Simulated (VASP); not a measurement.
CdS (Hawleyite): single point with PBE

CdS (Hawleyite):

```
Cd S
1.0
     0.00000    2.93921    2.93921
     2.93921    0.00000    2.93921
     2.93921    2.93921    0.00000
Cd S
1 1
Direct
  0.00000 0.00000 0.00000
  0.25000 0.25000 0.25000
```

```json
{
 "Program": "VASP 6.6.1",
 "Task": "single point",
 "Functional": "PBE",
 "Potentials or basis": "VASP PAW PBE potentials, release 64 (Cd, S)",
 "Cutoff": "520 eV",
 "k mesh": "6 × 6 × 6",
 "Occupations": "gaussian, width 0.01 eV",
 "Spin": "no spin polarisation",
 "Dipole correction": "no",
 "Further INCAR settings": "ALGO = Normal; EDIFF = 1e-06; NBANDS = 16"
}
```

```
Pressure               : 1.7 GPa
Band gap on the k mesh : 1.10 eV, direct
```

Levels at points of the mesh, in eV from the valence-band top:
| k point | band 7 | band 8 | band 9 | band 10 | band 11 | band 12 |
| --- | --- | --- | --- | --- | --- | --- |
| (0.00, 0.00, 0.00) | 0.00 | 0.00 | 0.00 | 1.10 | 6.55 | 6.55 |
| (0.50, 0.00, 0.00) | -4.26 | -0.72 | -0.72 | 2.98 | 7.01 | 7.01 |
| (0.50, 0.50, 0.00) | -3.85 | -1.80 | -1.80 | 3.59 | 4.32 | 9.14 |

Run time: 8.9 s on 1 thread of AMD EPYC 9R45 96-Core Processor (Zen 5), with other jobs on the host, peak memory 0.15 GiB.
